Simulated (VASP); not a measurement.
# Ti3Al (P-6m2) in VASP: further runs

The runs below take Ti3Al through single point, with PBEsol.

Everything below comes from runs of VASP 6.6.1. Logs are shortened: lines on timing, memory, paths and dates and some standing lists are left out, and cuts for length are marked.

## 1. The cell of the first run

It takes space group P-6m2 (No. 187, hexagonal). Conventional cell: a = 2.908 Å, b = 2.908 Å, c = 9.164 Å, α = 90.00°, β = 90.00°, γ = 120.00°. Ti (site symmetry 3m) has 9 Ti at 2.84 to 2.91 Å and 3 Al at 2.84 Å within 3.7 Å. Ti (site symmetry -6m2) has 12 Ti at 2.84 to 2.91 Å within 3.7 Å. Al (site symmetry -6m2) has 6 Ti at 2.84 Å and 6 Al at 2.91 Å within 3.7 Å.

## 2. Single point, PBEsol (volume scaled by 0.98)

Contents of INCAR:

```
PREC     = Accurate       # precision mode
ENCUT    = 520            # plane-wave cutoff, eV
EDIFF    = 1E-6           # SCF threshold, eV
ISMEAR   = -1             # smearing method
SIGMA    = 0.05           # smearing width, eV
LREAL    = False          # projectors in reciprocal space
LASPH    = True           # aspherical terms in the spheres
NELM     = 60             # most SCF steps
ALGO     = Normal         # electronic algorithm
ISIF     = 2              # what is computed and relaxed
LWAVE    = False          # write WAVECAR
LCHARG   = False          # write CHGCAR
GGA      = PS             # functional
NBANDS   = 28             # bands
```

Contents of KPOINTS:

```
regular mesh
0
Gamma
  10 10 3
```

Contents of POSCAR:

```
Ti3Al
1.0
    2.9078936965      0.0000000000      0.0000000000
   -1.4539468482      2.5183098127      0.0000000000
    0.0000000000      0.0000000000      9.1644382416
Ti Al
3 1
Direct
    0.3333333333      0.6666666667      0.2494060000
    0.3333333333      0.6666666667      0.7505940000
    0.6666666667      0.3333333333      0.0000000000
    0.6666666667      0.3333333333      0.5000000000
```

Potentials or basis: VASP PAW PBE potentials, release 64 (Ti_sv, Al).

On the command line:

```bash
> cat potpaw_PBE.64/Ti_sv/POTCAR potpaw_PBE.64/Al/POTCAR > POTCAR
> mpirun -np 1 vasp_std > vasp.out
```

OUTCAR:

```text
PREC = Accurate
   ENCUT = 520
   EDIFF = 1E-6
   ISMEAR = -1
   LREAL = False
   LASPH = True
   NELM = 60
   ISIF = 2
   GGA = PS

 ion  position               nearest neighbor table
   1  0.333  0.667  0.249-   3 2.84   3 2.84   3 2.84   4 2.84   4 2.84   4 2.84
   2  0.333  0.667  0.751-   3 2.84   3 2.84   3 2.84   4 2.84   4 2.84   4 2.84
   3  0.667  0.333  0.000-   1 2.84   2 2.84   1 2.84   2 2.84   1 2.84   2 2.84
   4  0.667  0.333  0.500-   1 2.84   2 2.84   1 2.84   2 2.84   1 2.84   2 2.84

  LATTYP: Found a hexagonal cell.
 ALAT       =     2.9078936965
 C/A-ratio  =     3.1515726495

  Lattice vectors:

 A1 = (   2.9078936965,   0.0000000000,   0.0000000000)
 A2 = (  -1.4539468482,   2.5183098127,   0.0000000000)
 A3 = (   0.0000000000,   0.0000000000,   9.1644382416)

Analysis of symmetry for initial positions (statically):
=====================================================================
 Subroutine PRICEL returns:
 Original cell was already a primitive cell.

 Routine SETGRP: Setting up the symmetry group for a
 hexagonal supercell.

 Subroutine GETGRP returns: Found 12 space group operations
 (whereof 12 operations were pure point group operations)
 out of a pool of 24 trial point group operations.

The static configuration has the point symmetry D_3h.

Analysis of symmetry for dynamics (positions and initial velocities):
=====================================================================
 Subroutine PRICEL returns:
 Original cell was already a primitive cell.

 Routine SETGRP: Setting up the symmetry group for a
 hexagonal supercell.

 Subroutine GETGRP returns: Found 12 space group operations
 (whereof 12 operations were pure point group operations)
 out of a pool of 24 trial point group operations.

The dynamic configuration has the point symmetry D_3h.

 Subroutine INISYM returns: Found 12 space group operations
 (whereof 12 operations are pure point group operations),
 and found     1 'primitive' translations

----------------------------------------------------------------------------------------

                                     Primitive cell

  volume of cell :      67.1110

  direct lattice vectors                    reciprocal lattice vectors
     2.907893696  0.000000000  0.000000000     0.343891526  0.198545865  0.000000000
    -1.453946848  2.518309813  0.000000000     0.000000000  0.397091730  0.000000000
     0.000000000  0.000000000  9.164438242     0.000000000  0.000000000  0.109117436

  length of vectors
     2.907893696  2.907893696  9.164438242     0.397091730  0.397091730  0.109117436

  position of ions in fractional coordinates (direct lattice)
     0.333333333  0.666666667  0.249406000
     0.333333333  0.666666667  0.750594000
     0.666666667  0.333333333  0.000000000
     0.666666667  0.333333333  0.500000000

  ion indices of the primitive-cell ions
   primitive index   ion index
                 1           1
                 2           2
                 3           3
                 4           4

----------------------------------------------------------------------------------------

 KPOINTS: regular mesh

Automatic generation of k-mesh.
 Grid dimensions read from file:
 generate k-points for:   10   10    3

 Generating k-lattice:

  Cartesian coordinates                     Fractional coordinates (reciprocal lattice)
     0.034389153  0.019854586  0.000000000     0.100000000  0.000000000  0.000000000
     0.000000000  0.039709173  0.000000000     0.000000000  0.100000000  0.000000000
     0.000000000  0.000000000  0.036372479     0.000000000  0.000000000  0.333333333

  Length of vectors
     0.039709173  0.039709173  0.036372479

  Shift w.r.t. Gamma in fractional coordinates (k-lattice)
     0.000000000  0.000000000  0.000000000

 Subroutine IBZKPT returns following result:
 ===========================================

 Found     28 irreducible k-points:

 Following reciprocal coordinates:
            Coordinates               Weight
  0.000000  0.000000  0.000000      1.000000
  0.100000 -0.000000  0.000000      6.000000
  0.200000 -0.000000  0.000000      6.000000
  0.300000  0.000000  0.000000      6.000000
  0.400000  0.000000  0.000000      6.000000
  0.500000 -0.000000  0.000000      3.000000
[... 16 lines left out ...]
  0.300000  0.100000  0.333333     24.000000
  0.400000  0.100000  0.333333     24.000000
 [... further k-points ...]
   k-points           NKPTS =     28   k-points in BZ     NKDIM =     28   number of bands    NBANDS=     28
   number of dos      NEDOS =    301   number of ions     NIONS =      4
   total plane-waves  NPLWV =  40320
   dimension x,y,z NGX =    24 NGY =   24 NGZ =   70
   dimension x,y,z NGXF=    48 NGYF=   48 NGZF=  140
   ions per type =               3   1
   NGX,Y,Z   is equivalent  to a cutoff of  13.72, 13.72, 12.70 a.u.
   NGXF,Y,Z  is equivalent  to a cutoff of  27.44, 27.44, 25.40 a.u.
 SYSTEM =  unknown system
[... 51 lines left out ...]
  ext. energy  EPLUGINS =         0.00000000
  ---------------------------------------------------
  free energy    TOTEN  =       -29.63466410 eV

  energy without entropy =      -29.60662357  energy(sigma->0) =      -29.62064384

 E-fermi :   8.0952     XC(G=0): -11.4048

 val. band max:        8.0498078997   @ k =   0.2000   0.2000   0.3333
 cond. band min:       8.1197137801   @ k =   0.4000   0.2000   0.3333
 fundamental gap:      0.0699058804
 Fermi energy:         8.0952402359

 k-point     1 :       0.0000    0.0000    0.0000
  band No.  band energies     occupation
      1     -48.3767      2.00000
      2     -48.3185      2.00000
      3     -48.2596      2.00000
      4     -25.0138      2.00000
      5     -24.7423      2.00000
      6     -24.4346      2.00000
[... 20 lines left out ...]
     27      10.2252      0.00000
     28      10.8586      0.00000

 k-point     2 :       0.1000   -0.0000    0.0000
  band No.  band energies     occupation
      1     -48.3663      2.00000
      2     -48.3107      2.00000
      3     -48.2543      2.00000
      4     -24.9960      2.00000
      5     -24.7433      2.00000
      6     -24.4642      2.00000
[... 20 lines left out ...]
     27      10.1337      0.00000
     28      10.7762      0.00000

 k-point     3 :       0.2000   -0.0000    0.0000
  band No.  band energies     occupation
      1     -48.3386      2.00000
      2     -48.2903      2.00000
      3     -48.2411      2.00000
      4     -24.9498      2.00000
      5     -24.7619      2.00000
      6     -24.5688      2.00000
[... 20 lines left out ...]
     27      10.1271      0.00000
     28      10.7282      0.00000

 k-point     4 :       0.3000    0.0000    0.0000
  band No.  band energies     occupation
      1     -48.3023      2.00000
      2     -48.2648      2.00000
      3     -48.2267      2.00000
      4     -24.9052      2.00000
      5     -24.8390      2.00000
      6     -24.6917      2.00000
[... 20 lines left out ...]
     27      10.7117      0.00000
     28      10.9690      0.00000

 k-point     5 :       0.4000    0.0000    0.0000
  band No.  band energies     occupation
      1     -48.2695      2.00000
      2     -48.2442      2.00000
      3     -48.2182      2.00000
      4     -24.9399      2.00000
      5     -24.9280      2.00000
      6     -24.8063      2.00000
[... 20 lines left out ...]
     27      11.4275      0.00000
     28      11.4909      0.00000

 k-point     6 :       0.5000   -0.0000    0.0000
  band No.  band energies     occupation
      1     -48.2550      2.00000
      2     -48.2362      2.00000
      3     -48.2169      2.00000
      4     -24.9830      2.00000
      5     -24.9578      2.00000
      6     -24.8505      2.00000
[... 463 lines left out ...]
      5     -24.7505      2.00000
      6     -24.5329      2.00000
[... 20 lines left out ...]
     27      10.0828      0.00000
     28      10.8000      0.00000

 k-point    22 :       0.2000    0.1000    0.3333
  band No.  band energies     occupation
      1     -48.3152      2.00000
      2     -48.2737      2.00000
      3     -48.2313      2.00000
      4     -24.9155      2.00000
      5     -24.7956      2.00000
      6     -24.6442      2.00000
[... 20 lines left out ...]
     27      10.5241      0.00000
     28      10.9689      0.00000

 k-point    23 :       0.3000    0.1000    0.3333
  band No.  band energies     occupation
      1     -48.2802      2.00000
      2     -48.2506      2.00000
      3     -48.2202      2.00000
      4     -24.8993      2.00000
      5     -24.8856      2.00000
      6     -24.7557      2.00000
[... 20 lines left out ...]
     27      11.1899      0.00000
     28      11.4878      0.00000

 k-point    24 :       0.4000    0.1000    0.3333
  band No.  band energies     occupation
      1     -48.2551      2.00000
      2     -48.2363      2.00000
      3     -48.2168      2.00000
      4     -24.9567      2.00000
      5     -24.9349      2.00000
      6     -24.8275      2.00000
[... 20 lines left out ...]
     27      11.3117      0.00000
     28      11.6525      0.00000

 [... further k-points ...]
[... 5 lines left out ...]
  --------------------------------------------------------------------------------------
  -------------------------------------------------------------------------------------
  Total       -0.6496393     -0.6496393     -0.4778220     -0.0000000      0.0000000      0.0000000
  in kB      -15.5091990    -15.5091990    -11.4073079     -0.0000000      0.0000000      0.0000000
  external PRESSURE =     -14.1419020 kB  Pullay stress =       0.0000000 kB

 VOLUME and BASIS-vectors are now :
 -----------------------------------------------------------------------------
  energy-cutoff  :      520.00
  volume of cell :       67.11
      direct lattice vectors                 reciprocal lattice vectors
     2.907893696  0.000000000  0.000000000     0.343891526  0.198545865  0.000000000
    -1.453946848  2.518309813  0.000000000     0.000000000  0.397091730  0.000000000
     0.000000000  0.000000000  9.164438242     0.000000000  0.000000000  0.109117436

 POSITION                                       TOTAL-FORCE (eV/Angst)
 -----------------------------------------------------------------------------------
     -0.00000      1.67887      2.28567         0.000000     -0.000000     -0.081137
     -0.00000      1.67887      6.87877         0.000000     -0.000000      0.081137
      1.45395      0.83944      0.00000        -0.000000      0.000000      0.000000
      1.45395      0.83944      4.58222         0.000000     -0.000000      0.000000
 -----------------------------------------------------------------------------------
    total drift:                                0.000000     -0.000000      0.000000

  FREE ENERGIE OF THE ION-ELECTRON SYSTEM (eV)
  ---------------------------------------------------
  free  energy   TOTEN  =       -29.6346640994 eV

  energy  without entropy=      -29.6066235728  energy(sigma->0) =      -29.62064384
```

Run time: 64 s. Hardware: 1 thread of Intel Xeon 6975P-C, shared host; peak memory 0.21 GiB.

What came out:

| Quantity | Value |
| --- | --- |
| Free energy | -29.6347 eV |
| Pressure | -1.4 GPa |
| Largest force | 0.081 eV/Å |

Forces in eV/Å, atoms in the order of the input:
```
Ti   0.000  0.000 -0.081
Ti   0.000  0.000  0.081
Ti   0.000  0.000  0.000
Al   0.000  0.000  0.000
```

Caveat: the cell differs from its parent crystal (volume scaled by 0.98); the PAW data sets were made with another functional, which shifts forces and pressure a little.

## 3. Single point, PBEsol

This run uses another cell than the first one, of 17.12 Å³/atom, 1.020 times its volume.

Contents of INCAR:

```
SYSTEM = Ti3Al
PREC = Accurate
ENCUT = 520
EDIFF = 1E-7
ISMEAR = -1
SIGMA = 0.05
LREAL = .FALSE.
LASPH = .TRUE.
NELM = 100
ALGO = Fast
ISIF = 2
LWAVE = .FALSE.
LCHARG = .TRUE.
GGA = PS
LELF = .TRUE.
LVHAR = .TRUE.
NBANDS = 28
```

Contents of KPOINTS:

```
Automatic mesh
0
G
  10 10 3
  0 0 0
```

Contents of POSCAR:

```
Ti3Al
1.0
    2.9275422229      0.0000000000      0.0000000000
   -1.4637711114      2.5353259357      0.0000000000
    0.0000000000      0.0000000000      9.2263620000
Ti Al
3 1
Direct
    0.3333333333      0.6666666667      0.2494060000
    0.3333333333      0.6666666667      0.7505940000
    0.6666666667      0.3333333333      0.0000000000
    0.6666666667      0.3333333333      0.5000000000
```

Potentials or basis: VASP PAW PBE potentials, release 64 (Ti_sv, Al).

On the command line:

```bash
> cat potpaw_PBE.64/Ti_sv/POTCAR potpaw_PBE.64/Al/POTCAR > POTCAR
> mpirun -np 1 vasp_std > vasp.out
```

Wall time 4.1 min (1 thread of Intel Xeon 6975P-C, shared host); peak memory 0.22 GiB.

Results (log left out):

```
Free energy   : -29.6138 eV
Pressure      : -3.6 GPa
Largest force : 0.091 eV/Å
```

Forces on the atoms (eV/Å):
```
Ti   0.000  0.000 -0.091
Ti   0.000  0.000  0.091
Ti   0.000  0.000  0.000
Al   0.000  0.000  0.000
```

Stress tensor (GPa, compression positive):
```
-3.61  0.00  0.00
 0.00 -3.61  0.00
 0.00  0.00 -3.43
```

Levels at points of the mesh, in eV from the Fermi level:
```csv
k point,band 16,band 17,band 18,band 19,band 20,band 21,band 22,band 23,band 24,band 25
"(0.00, 0.00, 0.00)",-2.47,-0.76,0.47,0.73,0.81,0.81,0.91,0.91,1.21,1.21
"(0.50, 0.00, 0.00)",-2.10,-1.46,-1.22,-0.65,-0.40,0.89,0.99,1.12,1.72,2.43
```

Caveat: the PAW data sets were made with another functional, which shifts forces and pressure a little.

## 4. Single point, PBEsol (volume scaled by 1.02)

Contents of INCAR:

```
PREC = Accurate ; ENCUT = 520
EDIFF = 1E-6 ; ISMEAR = -1
SIGMA = 0.05 ; LREAL = False
LASPH = True ; NELM = 80
ALGO = Fast ; ISIF = 2
LWAVE = False ; LCHARG = False
GGA = PS ; NBANDS = 28
```

Contents of KPOINTS:

```
regular mesh
0
Gamma
  10 10 3
```

Contents of POSCAR:

```
Ti3Al
1.0
    2.9469304848      0.0000000000      0.0000000000
   -1.4734652423      2.5521166630      0.0000000000
    0.0000000000      0.0000000000      9.2874655158
Ti Al
3 1
Direct
    0.3333333333      0.6666666667      0.2494060000
    0.3333333333      0.6666666667      0.7505940000
    0.6666666667      0.3333333333      0.0000000000
    0.6666666667      0.3333333333      0.5000000000
```

On the command line:

```bash
> cat potpaw_PBE.64/Ti_sv/POTCAR potpaw_PBE.64/Al/POTCAR > POTCAR
> mpirun -np 1 vasp_std > vasp.out
```

Run time: 3.3 min. Hardware: 1 thread of Intel Xeon 6975P-C, shared host; peak memory 0.22 GiB.

Results (log left out):

```yaml
Free_energy: -29.5753 eV
Pressure: -5.5 GPa
Largest_force: 0.102 eV/Å
```

Forces in eV/Å, atoms in the order of the input:
```
Ti   0.000  0.000 -0.102
Ti   0.000  0.000  0.102
Ti   0.000  0.000  0.000
Al   0.000  0.000  0.000
```

Levels at points of the mesh, in eV from the Fermi level:
| k point | band 18 | band 19 | band 20 | band 21 | band 22 | band 23 |
| --- | --- | --- | --- | --- | --- | --- |
| (0.00, 0.00, 0.00) | 0.45 | 0.71 | 0.80 | 0.80 | 0.89 | 0.89 |
| (0.50, 0.00, 0.00) | -1.19 | -0.64 | -0.41 | 0.87 | 0.95 | 1.08 |

Caveat: the cell differs from its parent crystal (volume scaled by 1.02); the PAW data sets were made with another functional, which shifts forces and pressure a little.

## 5. Single point, PBEsol (volume scaled by 1.04)

Contents of INCAR:

```
ALGO = Normal
EDIFF = 1E-7
ENCUT = 520
GGA = PS
ISIF = 2
ISMEAR = -1
LASPH = T
LCHARG = F
LREAL = F
LWAVE = F
NBANDS = 28
NELM = 100
PREC = Accurate
SIGMA = 0.05
```

Contents of KPOINTS:

```
k-points
0
Gamma
  10 10 3
```

Contents of POSCAR:

```
Ti3Al
1.0
    2.9660669332      0.0000000000      0.0000000000
   -1.4830334666      2.5686893135      0.0000000000
    0.0000000000      0.0000000000      9.3477754233
Ti Al
3 1
Direct
    0.3333333333      0.6666666667      0.2494060000
    0.3333333333      0.6666666667      0.7505940000
    0.6666666667      0.3333333333      0.0000000000
    0.6666666667      0.3333333333      0.5000000000
```

On the command line:

```bash
> cat potpaw_PBE.64/Ti_sv/POTCAR potpaw_PBE.64/Al/POTCAR > POTCAR
> mpirun -np 1 vasp_std > vasp.out
```

Wall time 73 s (1 thread of Intel Xeon 6975P-C, shared host); peak memory 0.21 GiB.

Results (log left out):

```yaml
Free_energy: -29.5209 eV
Pressure: -7.3 GPa
Largest_force: 0.111 eV/Å
```

Forces in eV/Å, atoms in the order of the input:
```
Ti   0.000  0.000 -0.111
Ti   0.000  0.000  0.111
Ti   0.000  0.000  0.000
Al   0.000  0.000  0.000
```

Stress tensor (GPa, compression positive):
```
-7.23  0.00  0.00
 0.00 -7.23  0.00
 0.00  0.00 -7.42
```

Levels at points of the mesh, in eV from the Fermi level:
| k point | band 17 | band 18 | band 19 | band 20 | band 21 | band 22 | band 23 | band 24 |
| --- | --- | --- | --- | --- | --- | --- | --- | --- |
| (0.00, 0.00, 0.00) | -0.76 | 0.42 | 0.70 | 0.78 | 0.78 | 0.87 | 0.87 | 1.16 |
| (0.50, 0.00, 0.00) | -1.39 | -1.16 | -0.63 | -0.43 | 0.85 | 0.92 | 1.05 | 1.64 |

Caveat: the cell differs from its parent crystal (volume scaled by 1.04); the PAW data sets were made with another functional, which shifts forces and pressure a little.

## 6. Single point, PBEsol (volume scaled by 1.06)

Contents of INCAR:

```
PREC = Accurate
ENCUT = 520
EDIFF = 1E-6
ISMEAR = -1
SIGMA = 0.05
LREAL = False
LASPH = True
NELM = 80
ALGO = Normal
ISIF = 2
LWAVE = False
LCHARG = False
GGA = PS
NBANDS = 28
```

Contents of KPOINTS:

```
regular mesh
0
Gamma
  10 10 3
```

Contents of POSCAR:

```
Ti3Al
1.0
    2.9849595887      0.0000000000      0.0000000000
   -1.4924797943      2.5850508331      0.0000000000
    0.0000000000      0.0000000000      9.4073169995
Ti Al
3 1
Direct
    0.3333333333      0.6666666667      0.2494060000
    0.3333333333      0.6666666667      0.7505940000
    0.6666666667      0.3333333333      0.0000000000
    0.6666666667      0.3333333333      0.5000000000
```

Potentials or basis: VASP PAW PBE potentials, release 64 (Ti_sv, Al).

On the command line:

```bash
> cat potpaw_PBE.64/Ti_sv/POTCAR potpaw_PBE.64/Al/POTCAR > POTCAR
> mpirun -np 1 vasp_std > vasp.out
```

Run time: 77 s. Hardware: 1 thread of Intel Xeon 6975P-C, shared host; peak memory 0.21 GiB.

Results (log left out):

```
Free energy   : -29.4520 eV
Pressure      : -8.9 GPa
Largest force : 0.121 eV/Å
```

Forces in eV/Å, atoms in the order of the input:
```
Ti   0.000  0.000 -0.121
Ti   0.000  0.000  0.121
Ti   0.000  0.000  0.000
Al   0.000  0.000  0.000
```

Stress tensor (GPa, compression positive):
```
-8.79  0.00  0.00
 0.00 -8.79  0.00
 0.00  0.00 -9.13
```

Levels at points of the mesh, in eV from the Fermi level:
| k point | band 18 | band 19 | band 20 | band 21 | band 22 | band 23 |
| --- | --- | --- | --- | --- | --- | --- |
| (0.00, 0.00, 0.00) | 0.40 | 0.68 | 0.77 | 0.77 | 0.85 | 0.85 |
| (0.50, 0.00, 0.00) | -1.13 | -0.63 | -0.44 | 0.84 | 0.89 | 1.02 |

Caveat: the cell differs from its parent crystal (volume scaled by 1.06); the PAW data sets were made with another functional, which shifts forces and pressure a little.

## 7. Overview

| cell | gap on the mesh (eV) | pressure (GPa) | largest force (eV/Å) |
| --- | --- | --- | --- |
| a = 2.908, b = 2.908, c = 9.164 Å, angles 90.0, 90.0, 120.0°, 4 atoms | none | -1.4 | 0.08 |
| a = 2.928, b = 2.928, c = 9.226 Å, angles 90.0, 90.0, 120.0°, 4 atoms | none | -3.6 | 0.09 |
| a = 2.947, b = 2.947, c = 9.287 Å, angles 90.0, 90.0, 120.0°, 4 atoms | none | -5.5 | 0.10 |
| a = 2.966, b = 2.966, c = 9.348 Å, angles 90.0, 90.0, 120.0°, 4 atoms | none | -7.3 | 0.11 |
| a = 2.985, b = 2.985, c = 9.407 Å, angles 90.0, 90.0, 120.0°, 4 atoms | none | -8.9 | 0.12 |

Alike in all rows: task single point; level PBEsol; potentials or basis VASP PAW PBE potentials, release 64 (Ti_sv, Al); no spin polarisation; k mesh 10 × 10 × 3; cutoff (eV) 520; smearing fermi-dirac 0.05 eV.

Caveats: the PAW data sets were made with another functional, which shifts forces and pressure a little.

Absolute energies hang on the potentials; compare differences alone.
